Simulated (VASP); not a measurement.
# P (P6_3/mmc) in VASP: notebook

P is run at these levels: PBE; tasks: single point, relaxation of cell and atoms.

Everything below comes from runs of VASP 6.6.1. Logs are shortened: lines on timing, memory, paths and dates and some standing lists are left out, and cuts for length are marked.

## (1) The cell of the first run

It takes space group P6_3/mmc (No. 194, hexagonal). Conventional cell: a = 2.742 Å, b = 2.742 Å, c = 4.405 Å, α = 90.00°, β = 90.00°, γ = 120.00°. Within 3.6 Å of P (site symmetry -6m2) lie 12 P at 2.71 to 2.74 Å.

## (2) Single point, PBE

INCAR

```
PREC = Accurate ; ENCUT = 520
EDIFF = 1E-6 ; ISMEAR = 0
SIGMA = 0.05 ; LREAL = F
LASPH = T ; NELM = 80
ALGO = Normal ; ISIF = 2
LWAVE = F ; LCHARG = T
GGA = PE ; LELF = T
LVHAR = T ; NBANDS = 12
```

KPOINTS

```
regular mesh
0
Gamma
  9 9 5
```

POSCAR

```
P
1.0
    2.7421868928      0.0000000000      0.0000000000
   -1.3710934464      2.3748035111      0.0000000000
    0.0000000000      0.0000000000      4.4047995001
P
2
Direct
    0.3333333333      0.6666666667      0.2500000000
    0.6666666667      0.3333333333      0.7500000000
```

Potentials or basis: VASP PAW PBE potentials, release 64 (P).

Launch:

```console
$ cat potpaw_PBE.64/P/POTCAR > POTCAR
$ mpirun -np 1 vasp_std > vasp.out
```

OUTCAR:

```text
PREC = Accurate
   ENCUT = 520
   EDIFF = 1E-6
   ISMEAR = 0
   LREAL = F
   LASPH = T
   NELM = 80
   ISIF = 2
   GGA = PE

 ion  position               nearest neighbor table
   1  0.333  0.667  0.250-   2 2.71   2 2.71   2 2.71   2 2.71   2 2.71   2 2.71
   2  0.667  0.333  0.750-   1 2.71   1 2.71   1 2.71   1 2.71   1 2.71   1 2.71

  LATTYP: Found a hexagonal cell.
 ALAT       =     2.7421868928
 C/A-ratio  =     1.6063090053

  Lattice vectors:

 A1 = (   2.7421868928,   0.0000000000,   0.0000000000)
 A2 = (  -1.3710934464,   2.3748035111,   0.0000000000)
 A3 = (   0.0000000000,   0.0000000000,   4.4047995001)

Analysis of symmetry for initial positions (statically):
=====================================================================
 Subroutine PRICEL returns:
 Original cell was already a primitive cell.

 Routine SETGRP: Setting up the symmetry group for a
 hexagonal supercell.

 Subroutine GETGRP returns: Found 24 space group operations
 (whereof 12 operations were pure point group operations)
 out of a pool of 24 trial point group operations.

The static configuration has the point symmetry D_3d.
 The point group associated with its full space group is D_6h.

Analysis of symmetry for dynamics (positions and initial velocities):
=====================================================================
 Subroutine PRICEL returns:
 Original cell was already a primitive cell.

 Routine SETGRP: Setting up the symmetry group for a
 hexagonal supercell.

 Subroutine GETGRP returns: Found 24 space group operations
 (whereof 12 operations were pure point group operations)
 out of a pool of 24 trial point group operations.

The dynamic configuration has the point symmetry D_3d.
 The point group associated with its full space group is D_6h.

 Subroutine INISYM returns: Found 24 space group operations
 (whereof 12 operations are pure point group operations),
 and found     1 'primitive' translations

----------------------------------------------------------------------------------------

                                     Primitive cell

  volume of cell :      28.6847

  direct lattice vectors                    reciprocal lattice vectors
     2.742186893  0.000000000  0.000000000     0.364672445  0.210543735  0.000000000
    -1.371093446  2.374803511  0.000000000     0.000000000  0.421087469  0.000000000
     0.000000000  0.000000000  4.404799500     0.000000000  0.000000000  0.227025089

  length of vectors
     2.742186893  2.742186893  4.404799500     0.421087469  0.421087469  0.227025089

  position of ions in fractional coordinates (direct lattice)
     0.333333333  0.666666667  0.250000000
     0.666666667  0.333333333  0.750000000

  ion indices of the primitive-cell ions
   primitive index   ion index
                 1           1
                 2           2

----------------------------------------------------------------------------------------

 KPOINTS: regular mesh

Automatic generation of k-mesh.
 Grid dimensions read from file:
 generate k-points for:    9    9    5

 Generating k-lattice:

  Cartesian coordinates                     Fractional coordinates (reciprocal lattice)
     0.040519161  0.023393748  0.000000000     0.111111111  0.000000000  0.000000000
     0.000000000  0.046787497  0.000000000     0.000000000  0.111111111  0.000000000
     0.000000000  0.000000000  0.045405018     0.000000000  0.000000000  0.200000000

  Length of vectors
     0.046787497  0.046787497  0.045405018

  Shift w.r.t. Gamma in fractional coordinates (k-lattice)
     0.000000000  0.000000000  0.000000000

 Subroutine IBZKPT returns following result:
 ===========================================

 Found     36 irreducible k-points:

 Following reciprocal coordinates:
            Coordinates               Weight
  0.000000  0.000000  0.000000      1.000000
  0.111111  0.000000  0.000000      6.000000
  0.222222  0.000000  0.000000      6.000000
  0.333333  0.000000  0.000000      6.000000
  0.444444  0.000000  0.000000      6.000000
  0.111111  0.111111  0.000000      6.000000
[... 16 lines left out ...]
  0.333333  0.222222  0.200000     24.000000
  0.333333  0.333333  0.200000      4.000000
 [... further k-points ...]
   k-points           NKPTS =     36   k-points in BZ     NKDIM =     36   number of bands    NBANDS=     12
   number of dos      NEDOS =    301   number of ions     NIONS =      2
   total plane-waves  NPLWV =  14400
   dimension x,y,z NGX =    20 NGY =   20 NGZ =   36
   dimension x,y,z NGXF=    40 NGYF=   40 NGZF=   72
   ions per type =               2
   NGX,Y,Z   is equivalent  to a cutoff of  12.13, 12.13, 13.59 a.u.
   NGXF,Y,Z  is equivalent  to a cutoff of  24.25, 24.25, 27.17 a.u.
 SYSTEM =  unknown system
   PREC   = accura    normal or accurate (medium, high low for compatibility)
   ISTART =      0    job   : 0-new  1-cont  2-samecut
   ICHARG =      2    charge: 1-file 2-atom 10-const
   ISPIN  =      1    spin polarized calculation?
   LNONCOLLINEAR =      F non collinear calculations
   LSORBIT =      F    spin-orbit coupling
   LASPH  =      T    aspherical Exc in radial PAW
   ENCUT  =  520.0 eV  38.22 Ry    6.18 a.u.   5.10  5.10  8.19*2*pi/ulx,y,z
   NELM   =     80;   NELMIN=  2; NELMDL= -5     # of ELM steps
   EDIFF  = 0.1E-05   stopping-criterion for ELM
   LREAL  =      F    real-space projection
   EDIFFG = 0.1E-04   stopping-criterion for IOM
   NSW    =      0    number of steps for IOM
   IBRION =     -1    ionic relax: 0-MD 1-quasi-New 2-CG
   NFREE  =      0    steps in history (QN), initial steepest desc. (CG)
   ISIF   =      2    stress and relaxation
   ISYM   =      2    0-nonsym 1-usesym 2-fastsym
   POTIM  = 0.5000    time-step for ionic-motion
   TEBEG  =    0.0;   TEEND  =   0.0 temperature during run
   PSTRESS=    0.0 pullay stress
   NELECT =      10.0000    total number of electrons
   NUPDOWN=      -1.0000    fix difference up-down
   EMIN   =  10.00;   EMAX   =-10.00  energy-range for DOS
   EFERMI =   0.00;   METHOD = LEGACY
   ISMEAR =     0;   SIGMA  =   0.05  broadening in eV -4-tet -1-fermi 0-gaus
   EFERMI_NEDOS =   21; number of points for ismear=-14 and -15
   IALGO  =     38    algorithm
   IMIX   =      4    mixing-type and parameters
     AMIX     =   0.40;   BMIX     =  1.00
     AMIX_MAG =   1.60;   BMIX_MAG =  1.00
  volume/ion in A,a.u.               =      14.34        96.79
  Fermi-wavevector in a.u.,A,eV,Ry     =   1.152191  2.177326 18.062339  1.327544
  Thomas-Fermi vector in A             =   2.288844
   LORBIT       =      0    0 simple, 1 ext, 2 COOP (PROOUT), +10 PAW based schemes
   GGA     = PE    functional components
   LHFCALC =     F    Hartree Fock is set to
   AEXX    =    0.0000 exact exchange contribution
   IVDW    =     0    specifies the selected vdW correction
   LEPSILON=     F    determine dielectric tensor
   LRPA    =     F    only Hartree local field effects (RPA)
 non-spin polarized calculation
 Gauss-broadening in eV      SIGMA  =   0.05
  energy-cutoff  :      520.00
  volume of cell :       28.68
 maximum number of plane-waves:       785
   NGX = 11   NGY = 11   NGZ = 17

 number of electron      10.0000002 magnetization

 Free energy of the ion-electron system (eV)
  ---------------------------------------------------
  ext. energy  EPLUGINS =         0.00000000
  ---------------------------------------------------
  free energy    TOTEN  =        -9.15695773 eV

  energy without entropy =       -9.15603858  energy(sigma->0) =       -9.15649815

 E-fermi :   9.8166     XC(G=0): -11.5445

 val. band max:        9.7463702235   @ k =   0.3333   0.2222   0.2000
 cond. band min:       9.8489117329   @ k =   0.3333   0.2222   0.0000
 fundamental gap:      0.1025415093
 Fermi energy:         9.8165716784

 k-point     1 :       0.0000    0.0000    0.0000
  band No.  band energies     occupation
      1      -6.4990      2.00000
      2      -0.3344      2.00000
      3       1.8918      2.00000
      4      14.4773      0.00000
      5      14.4773      0.00000
      6      16.3977      0.00000
      7      16.3977      0.00000
      8      17.2436      0.00000
      9      20.0688      0.00000
     10      21.3413      0.00000
     11      21.6506      0.00000
     12      21.6506      0.00000

 k-point     2 :       0.1111    0.0000    0.0000
  band No.  band energies     occupation
      1      -6.1930      2.00000
      2      -0.0439      2.00000
      3       2.1825      2.00000
      4      12.0494      0.00000
      5      13.4873      0.00000
      6      15.3718      0.00000
      7      16.6241      0.00000
      8      16.8058      0.00000
      9      19.3410      0.00000
     10      21.8494      0.00000
     11      22.0783      0.00000
     12      22.7738      0.00000

 k-point     3 :       0.2222    0.0000    0.0000
  band No.  band energies     occupation
      1      -5.2804      2.00000
      2       0.8071      2.00000
      3       3.0479      2.00000
      4       8.2794      2.00000
      5      12.1099      0.00000
      6      12.9389      0.00000
      7      15.0623      0.00000
      8      16.0917      0.00000
      9      16.8578      0.00000
     10      21.0605      0.00000
     11      22.0910      0.00000
     12      22.1375      0.00000
[... 286 lines left out ...]
 k-point    23 :       0.3333    0.2222    0.2000
  band No.  band energies     occupation
      1      -0.6838      2.00000
      2       1.8113      2.00000
      3       3.9725      2.00000
      4       5.5075      2.00000
      5       6.6219      2.00000
      6       8.9929      2.00000
      7       9.7464      1.95292
      8      12.0528      0.00000
      9      16.3306      0.00000
     10      21.1043      0.00000
     11      22.0768      0.00000
     12      24.1755      0.00000

 k-point    24 :       0.3333    0.3333    0.2000
  band No.  band energies     occupation
      1       1.0482      2.00000
      2       1.0482      2.00000
      3       3.8248      2.00000
      4       5.7568      2.00000
      5       5.7568      2.00000
      6       7.5537      2.00000
      7      10.9508      0.00000
      8      10.9508      0.00000
      9      15.1925      0.00000
     10      23.0466      0.00000
     11      23.0466      0.00000
     12      25.1961      0.00000

 [... further k-points ...]
[... 5 lines left out ...]
  --------------------------------------------------------------------------------------
  -------------------------------------------------------------------------------------
  Total       -0.0318931     -0.0318931     -0.0319106      0.0000000     -0.0000000      0.0000000
  in kB       -1.7813787     -1.7813787     -1.7823573      0.0000000     -0.0000000      0.0000000
  external PRESSURE =      -1.7817049 kB  Pullay stress =       0.0000000 kB

 VOLUME and BASIS-vectors are now :
 -----------------------------------------------------------------------------
  energy-cutoff  :      520.00
  volume of cell :       28.68
      direct lattice vectors                 reciprocal lattice vectors
     2.742186893  0.000000000  0.000000000     0.364672445  0.210543735  0.000000000
    -1.371093446  2.374803511  0.000000000     0.000000000  0.421087469  0.000000000
     0.000000000  0.000000000  4.404799500     0.000000000  0.000000000  0.227025089

 POSITION                                       TOTAL-FORCE (eV/Angst)
 -----------------------------------------------------------------------------------
     -0.00000      1.58320      1.10120        -0.000000      0.000000      0.000000
      1.37109      0.79160      3.30360         0.000000     -0.000000      0.000000
 -----------------------------------------------------------------------------------
    total drift:                               -0.000000      0.000000      0.000000

  FREE ENERGIE OF THE ION-ELECTRON SYSTEM (eV)
  ---------------------------------------------------
  free  energy   TOTEN  =        -9.1569577269 eV

  energy  without entropy=       -9.1560385764  energy(sigma->0) =       -9.15649815
```

Run time: 3.6 s. Hardware: 1 thread of AMD EPYC 9R45 (Zen 5), shared host; peak memory 0.1 GiB.

Results:

```yaml
Free_energy: -9.1570 eV
Pressure: -0.2 GPa
Band_gap_on_the_k_mesh: zero (band 5 reaches 15.19 eV, above the bottom of band 6 at 5.93 eV)
```

Levels at points of the mesh, in eV from the Fermi level:
```
           k point  band 1  band 2  band 3  band 4  band 5  band 6  band 7  band 8  band 9  band 10
(0.00, 0.00, 0.00)  -16.32  -10.15   -7.92    4.66    4.66    6.58    6.58    7.43   10.25    11.52
```

## (3) Relaxation of cell and atoms, PBE

INCAR

```
PREC = Accurate
ENCUT = 600
EDIFF = 1E-6
ISMEAR = 0
SIGMA = 0.05
LREAL = F
LASPH = T
NELM = 60
ALGO = Normal
ISIF = 3
LWAVE = F
LCHARG = F
GGA = PE
IBRION = 2
NSW = 80
EDIFFG = -0.01
```

KPOINTS

```
Automatic mesh
0
Gamma
  9 9 5
```

POSCAR is that of step 2.

Potentials or basis: VASP PAW PBE potentials, release 64 (P).

Launch:

```console
$ cat potpaw_PBE.64/P/POTCAR > POTCAR
$ mpirun -np 1 vasp_std > vasp.out
```

Wall time 5 s (1 thread of AMD EPYC 9R45 (Zen 5), shared host); peak memory 0.12 GiB.

Results (log left out):

| Item | Value |
| --- | --- |
| Free energy | -9.1571 eV |
| Relaxed volume | 14.31 Å³/atom |
| Relaxed cell | a = 2.740 Å, b = 2.740 Å, c = 4.402 Å, α = 90.00°, β = 90.00°, γ = 120.00° |
| Space group after relaxing (to 0.05 Å) | P6_3/mmc (No. 194) |
| Energy gained by relaxing | 0.0 meV/atom |
| Ionic steps | 2 |
| Pressure after relaxing | 0.1 GPa |
| Band gap on the k mesh | zero (band 5 reaches 15.24 eV, above the bottom of band 6 at 5.95 eV) |

Final structure:
```
P
1.0
     2.74036    0.00000    0.00000
    -1.37018    2.37322    0.00000
     0.00000    0.00000    4.40183
P
2
Direct
  0.33333 0.66667 0.25000
  0.66667 0.33333 0.75000
```

Levels at points of the mesh, in eV from the Fermi level:
```tsv
k point	band 3	band 4	band 5	band 6	band 7	band 8
(0.00, 0.00, 0.00)	-7.94	4.67	4.67	6.60	6.60	7.45
```

## (4) Relaxation of cell and atoms, PBE

This run uses another cell than the first one, of 14.71 Å³/atom, 1.025 times its volume.

INCAR

```
SYSTEM = P
  ALGO = Normal
  EDIFF = 1E-6
  EDIFFG = -0.01
  ENCUT = 600
  GGA = PE
  IBRION = 2
  ISIF = 3
  ISMEAR = 0
  LASPH = .True.
  LCHARG = .False.
  LREAL = .False.
  LWAVE = .False.
  NELM = 80
  NSW = 80
  PREC = Accurate
  SIGMA = 0.05
```

KPOINTS

```
k-points
0
Gamma
  9 9 5
  0 0 0
```

POSCAR

```
P
1.0
    2.7500000000      0.0000000000      0.0000000000
   -1.3750000000      2.3815698604      0.0000000000
    0.0000000000      0.0000000000      4.4907500000
P
2
Direct
    0.3333333333      0.6666666667      0.2500000000
    0.6666666667      0.3333333333      0.7500000000
```

Launch:

```console
$ cat potpaw_PBE.64/P/POTCAR > POTCAR
$ mpirun -np 1 vasp_std > vasp.out
```

Run time: 10 s. Hardware: 1 thread of AMD EPYC 9R45 (Zen 5), shared host; peak memory 0.12 GiB.

The run converged. Its results:

* Free energy: -9.1572 eV
* Relaxed volume: 14.33 Å³/atom
* Relaxed cell: a = 2.741 Å, b = 2.741 Å, c = 4.403 Å, α = 90.00°, β = 90.00°, γ = 120.00°
* Space group after relaxing (to 0.05 Å): P6_3/mmc (No. 194)
* Energy gained by relaxing: 5.0 meV/atom
* Ionic steps: 5
* Pressure after relaxing: 0.0 GPa
* Band gap on the k mesh: zero (band 5 reaches 15.21 eV, above the bottom of band 6 at 5.94 eV)

Step by step:
| step | energy change (eV) | largest force (eV/Å) | pressure (GPa) | volume (Å³) |
| --- | --- | --- | --- | --- |
| 1 | 0.0000 | 0.0000 | -2.26 | 29.41 |
| 2 | -0.0100 | 0.0000 | 0.38 | 28.54 |
| 3 | -0.0101 | 0.0000 | 0.13 | 28.61 |
| 4 | -0.0101 | 0.0000 | 0.08 | 28.62 |
| 5 | -0.0101 | 0.0000 | -0.04 | 28.66 |

Final structure:
```xyz
2
Lattice="2.7413 0.0000 0.0000 -1.3707 2.3741 0.0000 0.0000 0.0000 4.4032" Properties=species:S:1:pos:R:3 pbc="T T T"
P     0.0000    1.5827    1.1008
P     1.3707    0.7914    3.3024
```

Levels at points of the mesh, in eV from the Fermi level:
| k point | band 3 | band 4 | band 5 | band 6 | band 7 | band 8 |
| --- | --- | --- | --- | --- | --- | --- |
| (0.00, 0.00, 0.00) | -7.93 | 4.67 | 4.67 | 6.59 | 6.59 | 7.44 |

## (5) Summary

```tsv
task	cell	cutoff (eV)	gap on the mesh (eV)	pressure (GPa)	relaxed volume (Å³/atom)
single point	a = 2.742, b = 2.742, c = 4.405 Å, angles 90.0, 90.0, 120.0°, 2 atoms	520	none	-0.2	-
relaxation of cell and atoms	relaxed from a = 2.742, b = 2.742, c = 4.405 Å, angles 90.0, 90.0, 120.0°, 2 atoms	600	none	0.1	14.31
relaxation of cell and atoms	relaxed from a = 2.750, b = 2.750, c = 4.491 Å, angles 90.0, 90.0, 120.0°, 2 atoms	600	none	0.0	14.33
```

Alike in all rows: level PBE; potentials or basis VASP PAW PBE potentials, release 64 (P); no spin polarisation; k mesh 9 × 9 × 5; smearing gaussian 0.05 eV.

Absolute energies hang on the potentials; compare differences alone.
